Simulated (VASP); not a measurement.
Wanted: the native input for a VASP 6.6.1 run.

| Quantity | Value |
| --- | --- |
| Task | single point |
| Functional | LDA |
| Potentials or basis | VASP PAW LDA potentials, release 64 (Si) |
| Cutoff | 520 eV |
| k mesh | 16 × 16 × 16 |
| Occupations | fermi-dirac, width 0.05 eV |
| Spin | no spin polarisation |
| Dipole correction | no |
| Further INCAR settings | ALGO = Normal; EDIFF = 1e-07; NBANDS = 11 |

The structure of Si lies in POSCAR:

```
Si
1.0
   -2.2205773517      2.3364893192      1.2577681579
    2.2205773517     -2.3364893192      1.2577681579
    2.2205773517      2.3364893192     -1.2577681579
Si
2
Direct
    0.8070000000      0.5570000000      0.2500000000
    0.1930000000      0.4430000000      0.7500000000
```

This cell differs from its parent crystal: volume scaled by 0.96.

These files were run (other wordings do the same):

INCAR

```
PREC = Accurate
ENCUT = 520
EDIFF = 1E-7
ISMEAR = -1
SIGMA = 0.05
LREAL = False
LASPH = True
NELM = 100
ALGO = Normal
ISIF = 2
LWAVE = False
LCHARG = False
GGA = CA
NBANDS = 11
```

KPOINTS

```
Automatic mesh
0
Gamma
  16 16 16
```

Potentials or basis: VASP PAW LDA potentials, release 64 (Si).

Launch:

```bash
$ cat potpaw_LDA.64/Si/POTCAR > POTCAR
$ mpirun -np 1 vasp_std > vasp.out
```

Results of the run:

| Item | Value |
| --- | --- |
| Pressure | 18.2 GPa |
| Largest force | 0.024 eV/Å |
| Band gap on the k mesh | zero (band 4 reaches 14.28 eV, above the bottom of band 5 at 6.62 eV) |

Run time: 2.3 min on 1 thread of AMD EPYC 9R45 (Zen 5), on a shared host, peak memory 0.21 GiB.
